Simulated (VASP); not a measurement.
The system is Ag.

```
Ag
1.0
     2.94281    0.00000    0.00000
    -1.47140    2.54855    0.00000
     0.00000    0.00000   10.19613
Ag
4
Direct
  0.00000 0.00000 0.50000
  0.00000 0.00000 0.00000
  0.66667 0.33333 0.75000
  0.33333 0.66667 0.25000
```

This cell differs from its parent crystal: volume scaled by 1.06.

Base run:

| Property | Result |
| --- | --- |
| Program | VASP 6.6.1 |
| Functional | PBEsol |
| Potentials or basis | VASP PAW PBE potentials, release 64 (Ag) |
| Cutoff | 520 eV |
| k mesh | 11 × 11 × 3 |
| Occupations | fermi-dirac, width 0.05 eV |
| Spin | no spin polarisation |

Its results: band gap on the k mesh zero (band 22 reaches 9.42 eV, above the bottom of band 23 at 3.74 eV); pressure -10.8 GPa.

Q: The run is repeated on the same cell with these changes: functional from PBEsol to PBE; further incar settings from ALGO = Normal; EDIFF = 1e-06; NBANDS = 30 to ALGO = Fast; EDIFF = 1e-06; NBANDS = 30. What comes out?

A: Band gap on the k mesh zero (band 22 reaches 9.65 eV, above the bottom of band 23 at 3.88 eV); pressure -4.8 GPa.

Caveats: the PAW data sets were made with another functional, which shifts forces and pressure a little (some runs).
